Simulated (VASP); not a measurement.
Be: electric field gradients with PBEsol

Crystal: Be.

```
CELL_PARAMETERS angstrom
-1.25312 1.25312 1.25312
1.25312 -1.25312 1.25312
1.25312 1.25312 -1.25312
ATOMIC_POSITIONS crystal
Be 0.00000 0.00000 0.00000
```

| Quantity | Value |
| --- | --- |
| Program | VASP 6.6.1 |
| Task | electric field gradients |
| Functional | PBEsol |
| Potentials or basis | VASP PAW PBE potentials, release 64 (Be) |
| Cutoff | 520 eV |
| k mesh | 23 × 23 × 23 |
| Occupations | fermi-dirac, width 0.03 eV |
| Spin | no spin polarisation |
| Dipole correction | no |
| Further INCAR settings | ALGO = Normal; EDIFF = 1e-08; NBANDS = 7 |

```yaml
Pressure: -1.6 GPa
Band_gap_on_the_k_mesh: zero (band 1 reaches 11.44 eV, above the bottom of band 2 at 6.59 eV)
```

Levels at points of the mesh, in eV from the Fermi level:
| k point | band 1 | band 2 | band 3 | band 4 |
| --- | --- | --- | --- | --- |
| (0.00, 0.00, 0.00) | -12.26 | 19.32 | 19.32 | 19.32 |

Wall time 35 s on 1 thread of AMD EPYC 7R13 (shared host), peak memory 0.09 GiB.

Caveat: without QUAD_EFG the Cq values of the log hold for a quadrupole moment of 1 mb, not for the nuclei; the PAW data sets were made with another functional, which shifts forces and pressure a little.
